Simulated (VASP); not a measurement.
# La (P6_3/mmc) in VASP: a series of runs

The runs below take La through single point, with LDA.

Program: VASP 6.6.1. These are calculated values, not measurements. Logs are shortened: lines on timing, memory, paths and dates and some standing lists are left out, and cuts for length are marked.

**1. The cell of the first run**

The structure is hexagonal, space group P6_3/mmc (No. 194). The conventional cell has a = 3.600 Å, b = 3.600 Å, c = 11.552 Å, α = 90.00°, β = 90.00°, γ = 120.00°. Within 4.7 Å of La (site symmetry -3m) lie 12 La at 3.56 to 3.60 Å. Within 4.7 Å of La (site symmetry -6m2) lie 12 La at 3.56 to 3.60 Å.

**2. Single point, LDA**

Input file INCAR:

```
PREC = Accurate
ENCUT = 520
EDIFF = 1E-6
ISMEAR = -1
SIGMA = 0.1
LREAL = F
LASPH = T
NELM = 80
ALGO = Normal
ISIF = 2
LWAVE = F
LCHARG = F
GGA = CA
NBANDS = 30
```

Input file KPOINTS:

```
regular mesh
0
Gamma
  11 11 3
```

Input file POSCAR:

```
La
1.0
    3.5996230182      0.0000000000      0.0000000000
   -1.7998115091      3.1173649778      0.0000000000
    0.0000000000      0.0000000000     11.5524372057
La
4
Direct
    0.0000000000      1.0000000000      0.0000000000
    1.0000000000      1.0000000000      0.5000000000
    0.3333333333      0.6666666667      0.7500000000
    0.6666666667      0.3333333333      0.2500000000
```

Potentials or basis: VASP PAW LDA potentials, release 64 (La).

Launch:

```bash
$ cat potpaw_LDA.64/La/POTCAR > POTCAR
$ mpirun -np 1 vasp_std > vasp.out
```

OUTCAR:

```text
PREC = Accurate
   ENCUT = 520
   EDIFF = 1E-6
   ISMEAR = -1
   LREAL = F
   LASPH = T
   NELM = 80
   ISIF = 2
   GGA = CA

 ion  position               nearest neighbor table
   1  0.000  0.000  0.000-   3 3.56   4 3.56   3 3.56   4 3.56   4 3.56   3 3.56
   2  0.000  0.000  0.500-   3 3.56   4 3.56   3 3.56   4 3.56   4 3.56   3 3.56
   3  0.333  0.667  0.750-   1 3.56   2 3.56   1 3.56   2 3.56   1 3.56   2 3.56
   4  0.667  0.333  0.250-   1 3.56   2 3.56   1 3.56   2 3.56   1 3.56   2 3.56

  LATTYP: Found a hexagonal cell.
 ALAT       =     3.5996230182
 C/A-ratio  =     3.2093464086

  Lattice vectors:

 A1 = (   3.5996230182,   0.0000000000,   0.0000000000)
 A2 = (  -1.7998115091,   3.1173649778,   0.0000000000)
 A3 = (   0.0000000000,   0.0000000000,  11.5524372057)

Analysis of symmetry for initial positions (statically):
=====================================================================
 Subroutine PRICEL returns:
 Original cell was already a primitive cell.

 Routine SETGRP: Setting up the symmetry group for a
 hexagonal supercell.

 Subroutine GETGRP returns: Found 24 space group operations
 (whereof 12 operations were pure point group operations)
 out of a pool of 24 trial point group operations.

The static configuration has the point symmetry D_3d.
 The point group associated with its full space group is D_6h.

Analysis of symmetry for dynamics (positions and initial velocities):
=====================================================================
 Subroutine PRICEL returns:
 Original cell was already a primitive cell.

 Routine SETGRP: Setting up the symmetry group for a
 hexagonal supercell.

 Subroutine GETGRP returns: Found 24 space group operations
 (whereof 12 operations were pure point group operations)
 out of a pool of 24 trial point group operations.

The dynamic configuration has the point symmetry D_3d.
 The point group associated with its full space group is D_6h.

 Subroutine INISYM returns: Found 24 space group operations
 (whereof 12 operations are pure point group operations),
 and found     1 'primitive' translations

----------------------------------------------------------------------------------------

                                     Primitive cell

  volume of cell :     129.6338

  direct lattice vectors                    reciprocal lattice vectors
     3.599623018  0.000000000  0.000000000     0.277806869  0.160391871  0.000000000
    -1.799811509  3.117364978  0.000000000     0.000000000  0.320783741  0.000000000
     0.000000000  0.000000000 11.552437206     0.000000000  0.000000000  0.086561821

  length of vectors
     3.599623018  3.599623018 11.552437206     0.320783741  0.320783741  0.086561821

  position of ions in fractional coordinates (direct lattice)
     0.000000000  0.000000000  0.000000000
     0.000000000  0.000000000  0.500000000
     0.333333333  0.666666667  0.750000000
     0.666666667  0.333333333  0.250000000

  ion indices of the primitive-cell ions
   primitive index   ion index
                 1           1
                 2           2
                 3           3
                 4           4

----------------------------------------------------------------------------------------

 KPOINTS: regular mesh

Automatic generation of k-mesh.
 Grid dimensions read from file:
 generate k-points for:   11   11    3

 Generating k-lattice:

  Cartesian coordinates                     Fractional coordinates (reciprocal lattice)
     0.025255170  0.014581079  0.000000000     0.090909091  0.000000000  0.000000000
     0.000000000  0.029162158  0.000000000     0.000000000  0.090909091  0.000000000
     0.000000000  0.000000000  0.028853940     0.000000000  0.000000000  0.333333333

  Length of vectors
     0.029162158  0.029162158  0.028853940

  Shift w.r.t. Gamma in fractional coordinates (k-lattice)
     0.000000000  0.000000000  0.000000000

 Subroutine IBZKPT returns following result:
 ===========================================

 Found     32 irreducible k-points:

 Following reciprocal coordinates:
            Coordinates               Weight
  0.000000  0.000000  0.000000      1.000000
  0.090909  0.000000  0.000000      6.000000
  0.181818 -0.000000  0.000000      6.000000
  0.272727  0.000000  0.000000      6.000000
  0.363636  0.000000  0.000000      6.000000
  0.454545 -0.000000  0.000000      6.000000
[... 16 lines left out ...]
  0.090909  0.090909  0.333333     12.000000
  0.181818  0.090909  0.333333     24.000000
 [... further k-points ...]
   k-points           NKPTS =     32   k-points in BZ     NKDIM =     32   number of bands    NBANDS=     30
   number of dos      NEDOS =    301   number of ions     NIONS =      4
   total plane-waves  NPLWV =  70560
   dimension x,y,z NGX =    28 NGY =   28 NGZ =   90
   dimension x,y,z NGXF=    56 NGYF=   56 NGZF=  180
   ions per type =               4
   NGX,Y,Z   is equivalent  to a cutoff of  12.93, 12.93, 12.95 a.u.
   NGXF,Y,Z  is equivalent  to a cutoff of  25.86, 25.86, 25.90 a.u.
 SYSTEM =  unknown system
   PREC   = accura    normal or accurate (medium, high low for compatibility)
   ISTART =      0    job   : 0-new  1-cont  2-samecut
   ICHARG =      2    charge: 1-file 2-atom 10-const
   ISPIN  =      1    spin polarized calculation?
   LNONCOLLINEAR =      F non collinear calculations
   LSORBIT =      F    spin-orbit coupling
   LASPH  =      T    aspherical Exc in radial PAW
   ENCUT  =  520.0 eV  38.22 Ry    6.18 a.u.   6.69  6.69 21.48*2*pi/ulx,y,z
   NELM   =     80;   NELMIN=  2; NELMDL= -5     # of ELM steps
   EDIFF  = 0.1E-05   stopping-criterion for ELM
   LREAL  =      F    real-space projection
   EDIFFG = 0.1E-04   stopping-criterion for IOM
   NSW    =      0    number of steps for IOM
   IBRION =     -1    ionic relax: 0-MD 1-quasi-New 2-CG
   NFREE  =      0    steps in history (QN), initial steepest desc. (CG)
   ISIF   =      2    stress and relaxation
   ISYM   =      2    0-nonsym 1-usesym 2-fastsym
   POTIM  = 0.5000    time-step for ionic-motion
   TEBEG  =    0.0;   TEEND  =   0.0 temperature during run
   PSTRESS=    0.0 pullay stress
   NELECT =      44.0000    total number of electrons
   NUPDOWN=      -1.0000    fix difference up-down
   EMIN   =  10.00;   EMAX   =-10.00  energy-range for DOS
   EFERMI =   0.00;   METHOD = LEGACY
   ISMEAR =    -1;   SIGMA  =   0.10  broadening in eV -4-tet -1-fermi 0-gaus
   EFERMI_NEDOS =   21; number of points for ismear=-14 and -15
   IALGO  =     38    algorithm
   IMIX   =      4    mixing-type and parameters
     AMIX     =   0.40;   BMIX     =  1.00
     AMIX_MAG =   1.60;   BMIX_MAG =  1.00
  volume/ion in A,a.u.               =      32.41       218.70
  Fermi-wavevector in a.u.,A,eV,Ry     =   1.141965  2.158002 17.743154  1.304085
  Thomas-Fermi vector in A             =   2.278664
   LORBIT       =      0    0 simple, 1 ext, 2 COOP (PROOUT), +10 PAW based schemes
   GGA     = CA    functional components
   LHFCALC =     F    Hartree Fock is set to
   AEXX    =    0.0000 exact exchange contribution
   IVDW    =     0    specifies the selected vdW correction
   LEPSILON=     F    determine dielectric tensor
   LRPA    =     F    only Hartree local field effects (RPA)
 non-spin polarized calculation
  energy-cutoff  :      520.00
  volume of cell :      129.63
 maximum number of plane-waves:      3525
 NGX is ok and might be reduce to    28
   NGX = 13   NGY = 13   NGZ = 43

 number of electron      44.0000002 magnetization

 Free energy of the ion-electron system (eV)
  ---------------------------------------------------
  ext. energy  EPLUGINS =         0.00000000
  ---------------------------------------------------
  free energy    TOTEN  =       -22.42293987 eV

  energy without entropy =      -22.22060981  energy(sigma->0) =      -22.32177484

 E-fermi :   9.0596     XC(G=0): -10.3291

 val. band max:        9.0595918443   @ k =   0.3636   0.1818   0.0000
 cond. band min:       9.0634106737   @ k =   0.1818  -0.0000   0.0000
 fundamental gap:      0.0038188294
 Fermi energy:         9.0596066858

 k-point     1 :       0.0000    0.0000    0.0000
  band No.  band energies     occupation
      1     -23.5744      2.00000
      2     -23.4007      2.00000
      3     -23.3996      2.00000
      4     -23.2159      2.00000
      5      -8.3067      2.00000
      6      -7.3337      2.00000
[... 22 lines left out ...]
     29      10.5540      0.00000
     30      10.6231      0.00000

 k-point     2 :       0.0909    0.0000    0.0000
  band No.  band energies     occupation
      1     -23.5524      2.00000
      2     -23.3843      2.00000
      3     -23.3831      2.00000
      4     -23.2058      2.00000
      5      -8.2575      2.00000
      6      -7.3510      2.00000
[... 22 lines left out ...]
     29      10.6593      0.00000
     30      10.7025      0.00000

 k-point     3 :       0.1818   -0.0000    0.0000
  band No.  band energies     occupation
      1     -23.4912      2.00000
      2     -23.3397      2.00000
      3     -23.3385      2.00000
      4     -23.1798      2.00000
      5      -8.1173      2.00000
      6      -7.4507      2.00000
[... 22 lines left out ...]
     29      10.6588      0.00000
     30      10.7403      0.00000

 k-point     4 :       0.2727    0.0000    0.0000
  band No.  band energies     occupation
      1     -23.4053      2.00000
      2     -23.2804      2.00000
      3     -23.2790      2.00000
      4     -23.1495      2.00000
      5      -7.9251      2.00000
      6      -7.7110      2.00000
[... 22 lines left out ...]
     29      10.4675      0.00000
     30      10.8035      0.00000

 k-point     5 :       0.3636    0.0000    0.0000
  band No.  band energies     occupation
      1     -23.3167      2.00000
      2     -23.2248      2.00000
      3     -23.2233      2.00000
      4     -23.1293      2.00000
      5      -8.0213      2.00000
      6      -8.0050      2.00000
[... 22 lines left out ...]
     29      10.8419      0.00000
     30      10.8616      0.00000
[... 526 lines left out ...]
     29      10.7461      0.00000
     30      10.7848      0.00000

 k-point    22 :       0.4545   -0.0000    0.3333
  band No.  band energies     occupation
      1     -23.2458      2.00000
      2     -23.2225      2.00000
      3     -23.1584      2.00000
      4     -23.1347      2.00000
      5      -8.1655      2.00000
      6      -8.1170      2.00000
[... 22 lines left out ...]
     29      10.7012      0.00000
     30      10.9922      0.00000

 k-point    23 :       0.0909    0.0909    0.3333
  band No.  band energies     occupation
      1     -23.4900      2.00000
      2     -23.4329      2.00000
      3     -23.2715      2.00000
      4     -23.2104      2.00000
      5      -8.0637      2.00000
      6      -7.7898      2.00000
[... 22 lines left out ...]
     29      10.6827      0.00000
     30      10.7357      0.00000

 k-point    24 :       0.1818    0.0909    0.3333
  band No.  band energies     occupation
      1     -23.4191      2.00000
      2     -23.3697      2.00000
      3     -23.2311      2.00000
      4     -23.1789      2.00000
      5      -7.9351      2.00000
      6      -7.7867      2.00000
[... 22 lines left out ...]
     29      10.6475      0.00000
     30      10.7816      0.00000

 [... further k-points ...]

------------------------ aborting loop because EDIFF is reached ----------------------------------------

  FORCE on cell =-STRESS in cart. coord.  units (eV):
  Direction    XX          YY          ZZ          XY          YZ          ZX
  --------------------------------------------------------------------------------------
  -------------------------------------------------------------------------------------
  Total       -0.0376112     -0.0376112     -0.0696773      0.0000000     -0.0000000     -0.0000000
  in kB       -0.4648460     -0.4648460     -0.8611600      0.0000000     -0.0000000     -0.0000000
  external PRESSURE =      -0.5969507 kB  Pullay stress =       0.0000000 kB

 VOLUME and BASIS-vectors are now :
 -----------------------------------------------------------------------------
  energy-cutoff  :      520.00
  volume of cell :      129.63
      direct lattice vectors                 reciprocal lattice vectors
     3.599623018  0.000000000  0.000000000     0.277806869  0.160391871  0.000000000
    -1.799811509  3.117364978  0.000000000     0.000000000  0.320783741  0.000000000
     0.000000000  0.000000000 11.552437206     0.000000000  0.000000000  0.086561821

 POSITION                                       TOTAL-FORCE (eV/Angst)
 -----------------------------------------------------------------------------------
      0.00000      0.00000      0.00000         0.000000      0.000000      0.000000
      0.00000      0.00000      5.77622         0.000000      0.000000      0.000000
     -0.00000      2.07824      8.66433        -0.000000     -0.000000      0.000000
      1.79981      1.03912      2.88811        -0.000000      0.000000     -0.000000
 -----------------------------------------------------------------------------------
    total drift:                               -0.000000      0.000000      0.000000

  FREE ENERGIE OF THE ION-ELECTRON SYSTEM (eV)
  ---------------------------------------------------
  free  energy   TOTEN  =       -22.4229398708 eV

  energy  without entropy=      -22.2206098105  energy(sigma->0) =      -22.32177484
```

Run time: 80 s. Hardware: 1 thread of AMD EPYC 9R45 (Zen 5), shared host; peak memory 0.24 GiB.

What came out:

- Free energy: -22.4229 eV
- Pressure: -0.1 GPa
- Band gap on the k mesh: zero (bands 22 and 23 overlap by 1.06 eV)

Caveat: spin-orbit coupling is left out, which moves the levels of the heavy elements.

**3. Single point, LDA**

Input file INCAR:

```
SYSTEM = La
  ALGO = Normal
  EDIFF = 1E-6
  ENCUT = 520
  GGA = CA
  ISIF = 2
  ISMEAR = -1
  LASPH = .TRUE.
  LCHARG = .FALSE.
  LREAL = .FALSE.
  LWAVE = .FALSE.
  NBANDS = 30
  NELM = 80
  PREC = Accurate
  SIGMA = 0.1
```

Input file KPOINTS:

```
k-points
0
G
  13 13 4
  0 0 0
```

POSCAR is that of step 2.

Potentials or basis: VASP PAW LDA potentials, release 64 (La).

Launch:

```bash
$ cat potpaw_LDA.64/La/POTCAR > POTCAR
$ mpirun -np 1 vasp_std > vasp.out
```

It took 2.5 min on 1 thread of AMD EPYC 9R45 (Zen 5), shared host; peak memory 0.32 GiB.

Results (log left out):

```yaml
Free_energy: -22.4287 eV
Pressure: -0.2 GPa
Band_gap_on_the_k_mesh: zero (bands 22 and 23 overlap by 1.19 eV)
```

Stress tensor (GPa, compression positive):
```
-0.24  0.00  0.00
 0.00 -0.24  0.00
 0.00  0.00 -0.05
```

Levels at points of the mesh, in eV from the Fermi level:
```
           k point  band 20  band 21  band 22  band 23  band 24  band 25
(0.00, 0.00, 0.00)    -1.70     0.60     0.77     1.23     1.25     1.26
(0.00, 0.00, 0.50)    -1.80     0.72     0.72     1.31     1.31     1.33
```

Caveat: spin-orbit coupling is left out, which moves the levels of the heavy elements.

**4. Single point, LDA**

Input file INCAR:

```
SYSTEM = La
ALGO = Normal
EDIFF = 1E-6
ENCUT = 520
GGA = CA
ISIF = 2
ISMEAR = -1
LASPH = .TRUE.
LCHARG = .FALSE.
LREAL = .FALSE.
LWAVE = .FALSE.
NBANDS = 30
NELM = 60
PREC = Accurate
SIGMA = 0.1
```

Input file KPOINTS:

```
k-points
0
G
  15 15 4
  0 0 0
```

POSCAR is that of step 3.

Launch:

```bash
$ cat potpaw_LDA.64/La/POTCAR > POTCAR
$ mpirun -np 1 vasp_std > vasp.out
```

It took 3.4 min on 1 thread of AMD EPYC 9R45 (Zen 5), shared host; peak memory 0.36 GiB.

It converged, with:

```
Free energy            : -22.4263 eV
Pressure               : -0.1 GPa
Band gap on the k mesh : zero (bands 22 and 23 overlap by 1.21 eV)
```

Levels at points of the mesh, in eV from the Fermi level:
```csv
k point,band 19,band 20,band 21,band 22,band 23,band 24,band 25,band 26
"(0.00, 0.00, 0.00)",-1.72,-1.70,0.61,0.78,1.24,1.25,1.26,1.27
"(0.00, 0.00, 0.50)",-1.79,-1.79,0.72,0.72,1.31,1.31,1.33,1.33
```

Caveat: spin-orbit coupling is left out, which moves the levels of the heavy elements.

**5. Summary**

```tsv
k mesh	gap on the mesh (eV)	pressure (GPa)
11 × 11 × 3	none	-0.1
13 × 13 × 4	none	-0.2
15 × 15 × 4	none	-0.1
```

Alike in all rows: task single point; level LDA; potentials or basis VASP PAW LDA potentials, release 64 (La); no spin polarisation; cell as given; cutoff (eV) 520; smearing fermi-dirac 0.1 eV.

Caveats: spin-orbit coupling is left out, which moves the levels of the heavy elements.

Absolute energies hang on the potentials; compare differences alone.
